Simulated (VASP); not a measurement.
# HgH3 (Fm-3m) in VASP: a series of runs

The runs below take HgH3 through relaxation of cell and atoms, single point, with PBE.

Program: VASP 6.6.1. These are calculated values, not measurements. Logs are shortened: lines on timing, memory, paths and dates and some standing lists are left out, and cuts for length are marked.

**1. The cell of the first run**

Symmetry: Fm-3m, No. 225, cubic system. The conventional cell has a = 7.676 Å, b = 7.676 Å, c = 7.676 Å, α = 90.00°, β = 90.00°, γ = 90.00°. Within 3.6 Å of Hg (site symmetry -43m) lie 12 H at 2.75 Å. Within 2.8 Å of H (site symmetry 4mm) lie 4 H at 2.09 Å and 4 Hg at 2.75 Å.

The cell was built from a structure type or drawn by symmetry, and may not be a known phase.

**2. Relaxation of cell and atoms, PBE**

INCAR

```
PREC = Accurate
ENCUT = 600
EDIFF = 1E-6
ISMEAR = 0
SIGMA = 0.1
LREAL = False
LASPH = True
NELM = 100
ALGO = Normal
ISIF = 3
LWAVE = False
LCHARG = False
GGA = PE
IBRION = 2
NSW = 90
EDIFFG = -0.04
```

KPOINTS

```
Automatic mesh
0
Gamma
  4 4 4
```

POSCAR

```
HgH3
1.0
    0.0000000000      3.8379685800      3.8379685800
    3.8379685800      0.0000000000      3.8379685800
    3.8379685800      3.8379685800      0.0000000000
Hg H
2 6
Direct
    0.2500000000      0.2500000000      0.2500000000
    0.7500000000      0.7500000000      0.7500000000
    0.1925252300      0.8074747700      0.8074747700
    0.8074747700      0.1925252300      0.1925252300
    0.8074747700      0.1925252300      0.8074747700
    0.1925252300      0.8074747700      0.1925252300
    0.8074747700      0.8074747700      0.1925252300
    0.1925252300      0.1925252300      0.8074747700
```

Potentials or basis: VASP PAW PBE potentials, release 64 (Hg, H).

On the command line:

```bash
> cat potpaw_PBE.64/Hg/POTCAR potpaw_PBE.64/H/POTCAR > POTCAR
> mpirun -np 1 vasp_std > vasp.out
```

OUTCAR:

```text
PREC = Accurate
   ENCUT = 600
   EDIFF = 1E-6
   ISMEAR = 0
   LREAL = False
   LASPH = True
   NELM = 100
   ISIF = 3
   GGA = PE
   IBRION = 2
   NSW = 90
   EDIFFG = -0.04

 ion  position               nearest neighbor table
   1  0.250  0.250  0.250-   2 3.84   2 3.84   2 3.84   2 3.84   2 3.84   2 3.84
   2  0.750  0.750  0.750-   1 3.84   1 3.84   1 3.84   1 3.84   1 3.84   1 3.84
   3  0.193  0.807  0.807-
   4  0.807  0.193  0.193-
   5  0.807  0.193  0.807-
   6  0.193  0.807  0.193-
   7  0.807  0.807  0.193-
   8  0.193  0.193  0.807-

  LATTYP: Found a face centered cubic cell.
 ALAT       =     7.6759371600

  Lattice vectors:

 A1 = (   0.0000000000,   3.8379685800,   3.8379685800)
 A2 = (   3.8379685800,   0.0000000000,   3.8379685800)
 A3 = (   3.8379685800,   3.8379685800,   0.0000000000)

Analysis of symmetry for initial positions (statically):
=====================================================================
 Subroutine PRICEL returns:
 Original cell was already a primitive cell.

 Routine SETGRP: Setting up the symmetry group for a
 face centered cubic supercell.

 Subroutine GETGRP returns: Found 48 space group operations
 (whereof 48 operations were pure point group operations)
 out of a pool of 48 trial point group operations.

The static configuration has the point symmetry O_h .

Analysis of symmetry for dynamics (positions and initial velocities):
=====================================================================
 Subroutine PRICEL returns:
 Original cell was already a primitive cell.

 Routine SETGRP: Setting up the symmetry group for a
 face centered cubic supercell.

 Subroutine GETGRP returns: Found 48 space group operations
 (whereof 48 operations were pure point group operations)
 out of a pool of 48 trial point group operations.

The dynamic configuration has the point symmetry O_h .

 Subroutine INISYM returns: Found 48 space group operations
 (whereof 48 operations are pure point group operations),
 and found     1 'primitive' translations

----------------------------------------------------------------------------------------

                                     Primitive cell

  volume of cell :     113.0666

  direct lattice vectors                    reciprocal lattice vectors
     0.000000000  3.837968580  3.837968580    -0.130277252  0.130277252  0.130277252
     3.837968580  0.000000000  3.837968580     0.130277252 -0.130277252  0.130277252
     3.837968580  3.837968580  0.000000000     0.130277252  0.130277252 -0.130277252

  length of vectors
     5.427707218  5.427707218  5.427707218     0.225646820  0.225646820  0.225646820

  position of ions in fractional coordinates (direct lattice)
     0.250000000  0.250000000  0.250000000
     0.750000000  0.750000000  0.750000000
     0.192525230  0.807474770  0.807474770
     0.807474770  0.192525230  0.192525230
     0.807474770  0.192525230  0.807474770
     0.192525230  0.807474770  0.192525230
     0.807474770  0.807474770  0.192525230
     0.192525230  0.192525230  0.807474770

  ion indices of the primitive-cell ions
   primitive index   ion index
                 1           1
                 2           2
                 3           3
                 4           4
                 5           5
                 6           6
                 7           7
                 8           8

----------------------------------------------------------------------------------------

 KPOINTS: Automatic mesh

Automatic generation of k-mesh.
 Grid dimensions read from file:
 generate k-points for:    4    4    4

 Generating k-lattice:

  Cartesian coordinates                     Fractional coordinates (reciprocal lattice)
    -0.032569313  0.032569313  0.032569313     0.250000000  0.000000000  0.000000000
     0.032569313 -0.032569313  0.032569313     0.000000000  0.250000000  0.000000000
     0.032569313  0.032569313 -0.032569313     0.000000000  0.000000000  0.250000000

  Length of vectors
     0.056411705  0.056411705  0.056411705

  Shift w.r.t. Gamma in fractional coordinates (k-lattice)
     0.000000000  0.000000000  0.000000000

 Subroutine IBZKPT returns following result:
 ===========================================

 Found      8 irreducible k-points:

 Following reciprocal coordinates:
            Coordinates               Weight
  0.000000  0.000000  0.000000      1.000000
  0.250000  0.000000  0.000000      8.000000
  0.500000  0.000000  0.000000      4.000000
  0.250000  0.250000  0.000000      6.000000
  0.500000  0.250000  0.000000     24.000000
 -0.250000  0.250000  0.000000     12.000000
  0.500000  0.500000  0.000000      3.000000
 -0.250000  0.500000  0.250000      6.000000
   k-points           NKPTS =      8   k-points in BZ     NKDIM =      8   number of bands    NBANDS=     20
   number of dos      NEDOS =    301   number of ions     NIONS =      8
   total plane-waves  NPLWV = 110592
[... 26 lines left out ...]
   NELECT =      30.0000    total number of electrons
   NUPDOWN=      -1.0000    fix difference up-down
   EMIN   =  10.00;   EMAX   =-10.00  energy-range for DOS
   EFERMI =   0.00;   METHOD = LEGACY
   ISMEAR =     0;   SIGMA  =   0.10  broadening in eV -4-tet -1-fermi 0-gaus
   EFERMI_NEDOS =   21; number of points for ismear=-14 and -15
   IALGO  =     38    algorithm
   IMIX   =      4    mixing-type and parameters
     AMIX     =   0.40;   BMIX     =  1.00
     AMIX_MAG =   1.60;   BMIX_MAG =  1.00
  volume/ion in A,a.u.               =      14.13        95.38
  Fermi-wavevector in a.u.,A,eV,Ry     =   1.051971  1.987937 15.056797  1.106643
  Thomas-Fermi vector in A             =   2.187035
   LORBIT       =      0    0 simple, 1 ext, 2 COOP (PROOUT), +10 PAW based schemes
   GGA     = PE    functional components
   LHFCALC =     F    Hartree Fock is set to
   AEXX    =    0.0000 exact exchange contribution
   IVDW    =     0    specifies the selected vdW correction
   LEPSILON=     F    determine dielectric tensor
   LRPA    =     F    only Hartree local field effects (RPA)
 conjugate gradient relaxation of ions
 non-spin polarized calculation
 Gauss-broadening in eV      SIGMA  =   0.10
  energy-cutoff  :      600.00
  volume of cell :      113.07
 maximum number of plane-waves:      3812
 NGX is ok and might be reduce to    48
   NGX = 21   NGY = 21   NGZ = 21

--------------------------------------- Ionic step        1  -------------------------------------------

 number of electron      30.0000002 magnetization

 Free energy of the ion-electron system (eV)
  ---------------------------------------------------
  ext. energy  EPLUGINS =         0.00000000
  ---------------------------------------------------
  free energy    TOTEN  =        -9.89478381 eV

  energy without entropy =       -9.88428670  energy(sigma->0) =       -9.88953525

 E-fermi :  -0.6707     XC(G=0):  -8.4892

 val. band max:       -1.0327682668   @ k =  -0.2500   0.2500   0.0000
 cond. band min:      -0.6150382115   @ k =   0.2500   0.2500   0.0000
 fundamental gap:      0.4177300553
 Fermi energy:        -0.6707430722

 k-point     1 :       0.0000    0.0000    0.0000
  band No.  band energies     occupation
      1      -8.3105      2.00000
      2      -7.0572      2.00000
      3      -7.0572      2.00000
      4      -7.0572      2.00000
      5      -7.0078      2.00000
      6      -7.0078      2.00000
[... 12 lines left out ...]
     19       1.9196      0.00000
[... 279 lines left out ...]
  FREE ENERGIE OF THE ION-ELECTRON SYSTEM (eV)
  ---------------------------------------------------
  free  energy   TOTEN  =       -11.9759324023 eV

  energy  without entropy=      -11.9706430937  energy(sigma->0) =      -11.97328775

 E-fermi :   2.2432     XC(G=0): -10.3398

 val. band max:        2.2309201298   @ k =   0.2500   0.2500   0.0000
 cond. band min:       3.1829352429   @ k =  -0.2500   0.2500   0.0000
 fundamental gap:      0.9520151131
 Fermi energy:         2.2431686831

 k-point     1 :       0.0000    0.0000    0.0000
  band No.  band energies     occupation
      1     -11.2194      2.00000
      2      -5.6924      2.00000
      3      -5.6924      2.00000
      4      -5.6924      2.00000
      5      -5.4155      2.00000
      6      -5.4155      2.00000
[... 12 lines left out ...]
     19       4.7338      0.00000
[... 145 lines left out ...]
      4      -5.0365      2.00000
      5      -4.7897      2.00000
      6      -4.7897      2.00000
[... 12 lines left out ...]
     19       8.1622      0.00000
     20       9.8544      0.00000

[... ionic steps 4 to 9 ...]

--------------------------------------- Ionic step       10  -------------------------------------------

 number of electron      30.0000001 magnetization

------------------------ aborting loop because EDIFF is reached ----------------------------------------

  FORCE on cell =-STRESS in cart. coord.  units (eV):
  Direction    XX          YY          ZZ          XY          YZ          ZX
  --------------------------------------------------------------------------------------
  -------------------------------------------------------------------------------------
  Total        0.0290105      0.0290105      0.0290105     -0.0000000      0.0000000     -0.0000000
  in kB        0.5741065      0.5741065      0.5741065     -0.0000000      0.0000000     -0.0000000
  external PRESSURE =       0.5741065 kB  Pullay stress =       0.0000000 kB
[... 69 lines left out ...]
  energy  without entropy=      -13.1688559732  energy(sigma->0) =      -13.16985452

--------------------------------------- Ionic step       12  -------------------------------------------

 number of electron      30.0000001 magnetization

 Free energy of the ion-electron system (eV)
  ---------------------------------------------------
  ext. energy  EPLUGINS =         0.00000000
  ---------------------------------------------------
  free energy    TOTEN  =       -13.17209614 eV

  energy without entropy =      -13.17054905  energy(sigma->0) =      -13.17132259

 E-fermi :   1.3353     XC(G=0):  -9.6525

 val. band max:        1.1989412280   @ k =   0.2500   0.2500   0.0000
 cond. band min:       1.4491563073   @ k =   0.5000   0.5000   0.0000
 fundamental gap:      0.2502150793
 Fermi energy:         1.3353377605

 k-point     1 :       0.0000    0.0000    0.0000
  band No.  band energies     occupation
      1     -11.0836      2.00000
      2      -6.0228      2.00000
      3      -6.0228      2.00000
      4      -6.0228      2.00000
      5      -5.8500      2.00000
      6      -5.8500      2.00000
[... 12 lines left out ...]
     19       3.8643      0.00000
[... 195 lines left out ...]
  FREE ENERGIE OF THE ION-ELECTRON SYSTEM (eV)
  ---------------------------------------------------
  free  energy   TOTEN  =       -13.1720961361 eV

  energy  without entropy=      -13.1705490476  energy(sigma->0) =      -13.17132259

 reached required accuracy - stopping structural energy minimisation
```

Run time: 3.8 min. Hardware: 1 thread of Intel Xeon Platinum 8488C (Sapphire Rapids), shared host; peak memory 0.36 GiB.

Results:

```yaml
Free_energy: -13.1721 eV
Relaxed_volume: 10.13 Å³/atom
Relaxed_cell: a = 4.857 Å, b = 4.857 Å, c = 4.857 Å, α = 60.00°, β = 60.00°, γ = 60.00°
Space_group_after_relaxing_to_0.1_Å: Fm-3m (No. 225)
Energy_gained_by_relaxing: 409.7 meV/atom
Ionic_steps: 12
Pressure_after_relaxing: 0.2 GPa
Largest_force_after_relaxing: 0.029 eV/Å
Band_gap_on_the_k_mesh: zero (bands 15 and 16 overlap by 0.82 eV)
```

Forces on the atoms (eV/Å):
```
Hg   0.000  0.000  0.000
Hg   0.000  0.000  0.000
H    0.029  0.000  0.000
H   -0.029  0.000  0.000
H    0.000  0.029  0.000
H    0.000 -0.029  0.000
H    0.000  0.000  0.029
H    0.000  0.000 -0.029
```

The path:
```csv
step,energy change (eV),largest force (eV/Å),pressure (GPa),volume (Å³)
1,0.0000,0.6646,-9.80,113.07
2,-0.9469,0.7358,-9.27,99.51
3,-2.0811,0.7788,10.44,65.42
4,-2.1885,0.7591,-0.74,74.90
5,-2.2197,0.7669,2.19,71.67
6,-2.5116,0.8082,2.90,71.38
7,-3.0643,0.1270,7.76,70.51
8,-3.1826,0.5364,3.80,77.01
9,-3.1829,0.5180,3.90,76.77
10,-3.2753,0.0853,0.06,80.96
11,-3.2761,0.0426,0.33,80.60
12,-3.2773,0.0289,0.21,81.02
```

Final structure:
```cif
data_structure
_symmetry_space_group_name_H-M 'P 1'
_symmetry_Int_Tables_number 1
_cell_length_a 4.8569
_cell_length_b 4.8569
_cell_length_c 4.8569
_cell_angle_alpha 60.000
_cell_angle_beta 60.000
_cell_angle_gamma 60.000
_cell_volume 81.02
loop_
_atom_site_label
_atom_site_type_symbol
_atom_site_fract_x
_atom_site_fract_y
_atom_site_fract_z
_atom_site_occupancy
Hg1 Hg 0.25000 0.25000 0.25000 1
Hg2 Hg 0.75000 0.75000 0.75000 1
H1 H 0.13724 0.86276 0.86276 1
H2 H 0.86276 0.13724 0.13724 1
H3 H 0.86276 0.13724 0.86276 1
H4 H 0.13724 0.86276 0.13724 1
H5 H 0.86276 0.86276 0.13724 1
H6 H 0.13724 0.13724 0.86276 1
```

Levels at points of the mesh, in eV from the Fermi level:
| k point | band 13 | band 14 | band 15 | band 16 | band 17 | band 18 |
| --- | --- | --- | --- | --- | --- | --- |
| (0.00, 0.00, 0.00) | -1.31 | -1.31 | -1.31 | 0.70 | 2.53 | 2.53 |
| (0.50, 0.00, 0.00) | -2.82 | -1.99 | -1.99 | 1.90 | 2.53 | 2.53 |
| (0.50, 0.50, 0.00) | -3.47 | -3.47 | -1.79 | 0.11 | 2.26 | 4.48 |

Caveat: the volume moved by over 15 % at a fixed basis, so the end points are rough; spin-orbit coupling is left out, which moves the levels of the heavy elements.

**3. Single point, PBE**

This run uses another cell than the first one, of 10.41 Å³/atom.

INCAR

```
SYSTEM = HgH3
PREC = Accurate ; ENCUT = 520
EDIFF = 1E-6 ; ISMEAR = 0
SIGMA = 0.1 ; LREAL = .FALSE.
LASPH = .TRUE. ; NELM = 100
ALGO = Normal ; ISIF = 2
LWAVE = .FALSE. ; LCHARG = .TRUE.
GGA = PE ; LELF = .TRUE.
LVHAR = .TRUE. ; NBANDS = 25
```

KPOINTS

```
Automatic mesh
0
G
  10 10 10
  0 0 0
```

POSCAR

```
HgH3
1.0
    0.0000000000      3.4658625481      3.4658625481
    3.4658625481      0.0000000000      3.4658625481
    3.4658625481      3.4658625481      0.0000000000
Hg H
2 6
Direct
    0.2500000000      0.2500000000      0.2500000000
    0.7500000000      0.7500000000      0.7500000000
    0.1360790310      0.8639209690      0.8639209690
    0.8639209690      0.1360790310      0.1360790310
    0.8639209690      0.1360790310      0.8639209690
    0.1360790310      0.8639209690      0.1360790310
    0.8639209690      0.8639209690      0.1360790310
    0.1360790310      0.1360790310      0.8639209690
```

Potentials or basis: VASP PAW PBE potentials, release 64 (Hg, H).

On the command line:

```bash
> cat potpaw_PBE.64/Hg/POTCAR potpaw_PBE.64/H/POTCAR > POTCAR
> mpirun -np 1 vasp_std > vasp.out
```

It took 59 s on 1 thread of Intel Xeon Platinum 8488C (Sapphire Rapids), shared host; peak memory 0.24 GiB.

It converged, with:

| Quantity | Value |
| --- | --- |
| Free energy | -13.0456 eV |
| Pressure | 0.0 GPa |
| Largest force | 0.011 eV/Å |
| Band gap on the k mesh | zero (bands 15 and 16 overlap by 0.76 eV) |

Forces on the atoms (eV/Å):
```
Hg   0.000  0.000  0.000
Hg   0.000  0.000  0.000
H   -0.011  0.000  0.000
H    0.011  0.000  0.000
H    0.000 -0.011  0.000
H    0.000  0.011  0.000
H    0.000  0.000 -0.011
H    0.000  0.000  0.011
```

Levels at points of the mesh, in eV from the Fermi level:
```csv
k point,band 13,band 14,band 15,band 16,band 17,band 18
"(0.00, 0.00, 0.00)",-1.14,-1.14,-1.14,0.74,2.73,2.73
"(0.50, 0.00, 0.00)",-2.65,-1.79,-1.79,1.96,2.74,2.74
"(0.50, 0.50, 0.00)",-3.19,-3.19,-1.64,0.35,2.31,4.70
```

Caveat: spin-orbit coupling is left out, which moves the levels of the heavy elements.

**4. Relaxation of cell and atoms, PBE**

This run uses another cell than the first one, of 10.12 Å³/atom.

INCAR

```
SYSTEM = HgH3
  PREC = Accurate
  ENCUT = 600
  EDIFF = 1E-7
  ISMEAR = 0
  SIGMA = 0.1
  LREAL = .FALSE.
  LASPH = .TRUE.
  NELM = 80
  ALGO = Normal
  ISIF = 3
  LWAVE = .FALSE.
  LCHARG = .FALSE.
  GGA = PE
  IBRION = 2
  NSW = 100
  EDIFFG = -0.01
```

KPOINTS

```
regular mesh
0
G
  10 10 10
  0 0 0
```

POSCAR

```
HgH3
1.0
    0.0000000000      3.4340402345      3.4340402345
    3.4340402345      0.0000000000      3.4340402345
    3.4340402345      3.4340402345      0.0000000000
Hg H
2 6
Direct
    0.2500000000      0.2500000000      0.2500000000
    0.7500000000      0.7500000000      0.7500000000
    0.1370996706      0.8629003294      0.8629003294
    0.8629003294      0.1370996706      0.1370996706
    0.8629003294      0.1370996706      0.8629003294
    0.1370996706      0.8629003294      0.1370996706
    0.8629003294      0.8629003294      0.1370996706
    0.1370996706      0.1370996706      0.8629003294
```

On the command line:

```bash
> cat potpaw_PBE.64/Hg/POTCAR potpaw_PBE.64/H/POTCAR > POTCAR
> mpirun -np 1 vasp_std > vasp.out
```

Run time: 4.7 min. Hardware: 1 thread of Intel Xeon Platinum 8488C (Sapphire Rapids), shared host; peak memory 0.29 GiB.

It converged, with:

```
Free energy                           : -13.0479 eV
Relaxed volume                        : 10.45 Å³/atom
Relaxed cell                          : a = 4.908 Å, b = 4.908 Å, c = 4.908 Å, α = 60.00°, β = 60.00°, γ = 60.00°
Space group after relaxing (to 0.1 Å) : Fm-3m (No. 225)
Energy gained by relaxing             : 1.1 meV/atom
Ionic steps                           : 6
Pressure after relaxing               : 0.0 GPa
Band gap on the k mesh                : zero (bands 15 and 16 overlap by 0.76 eV)
```

The path:
```csv
step,energy change (eV),largest force (eV/Å),pressure (GPa),volume (Å³)
1,0.0000,0.0042,1.10,80.99
2,-0.0045,0.0254,0.68,81.81
3,-0.0075,0.0653,-0.08,83.38
4,-0.0075,0.0616,-0.02,83.24
5,-0.0085,0.0248,0.00,83.44
6,-0.0087,0.0007,0.01,83.58
```

Final structure:
```
Hg H
1.0
     0.00000    3.47025    3.47025
     3.47025    0.00000    3.47025
     3.47025    3.47025    0.00000
Hg H
2 6
Cartesian
  1.7351 1.7351 1.7351
  5.2054 5.2054 5.2054
  5.9963 3.4703 3.4703
  0.9442 3.4703 3.4703
  3.4703 5.9963 3.4703
  3.4703 0.9442 3.4703
  3.4703 3.4703 5.9963
  3.4703 3.4703 0.9442
```

Levels at points of the mesh, in eV from the Fermi level:
| k point | band 12 | band 13 | band 14 | band 15 | band 16 | band 17 | band 18 | band 19 |
| --- | --- | --- | --- | --- | --- | --- | --- | --- |
| (0.00, 0.00, 0.00) | -3.57 | -1.14 | -1.14 | -1.14 | 0.73 | 2.73 | 2.73 | 2.73 |
| (0.50, 0.00, 0.00) | -5.78 | -2.64 | -1.79 | -1.79 | 1.95 | 2.74 | 2.74 | 5.30 |
| (0.50, 0.50, 0.00) | -4.67 | -3.17 | -3.17 | -1.64 | 0.36 | 2.30 | 4.70 | 6.00 |

Caveat: spin-orbit coupling is left out, which moves the levels of the heavy elements.

**5. Overview**

| task | cell | k mesh | cutoff (eV) | gap on the mesh (eV) | pressure (GPa) | relaxed volume (Å³/atom) | largest force (eV/Å) |
| --- | --- | --- | --- | --- | --- | --- | --- |
| relaxation of cell and atoms | relaxed from a = 5.428 Å, angles 60.0°, 8 atoms, atomic positions A | 4 × 4 × 4 | 600 | none | 0.2 | 10.13 | 0.03 |
| single point | a = 4.901 Å, angles 60.0°, 8 atoms, atomic positions B | 10 × 10 × 10 | 520 | none | 0.0 | - | 0.01 |
| relaxation of cell and atoms | relaxed from a = 4.856 Å, angles 60.0°, 8 atoms, atomic positions B | 10 × 10 × 10 | 600 | none | 0.0 | 10.45 | - |

Alike in all rows: level PBE; potentials or basis VASP PAW PBE potentials, release 64 (Hg, H); no spin polarisation; smearing gaussian 0.1 eV.

Caveats: spin-orbit coupling is left out, which moves the levels of the heavy elements; the volume moved by over 15 % at a fixed basis, so the end points are rough (at least some runs).

Total energies depend on the potentials used, so only differences within one code and one set of settings carry meaning.
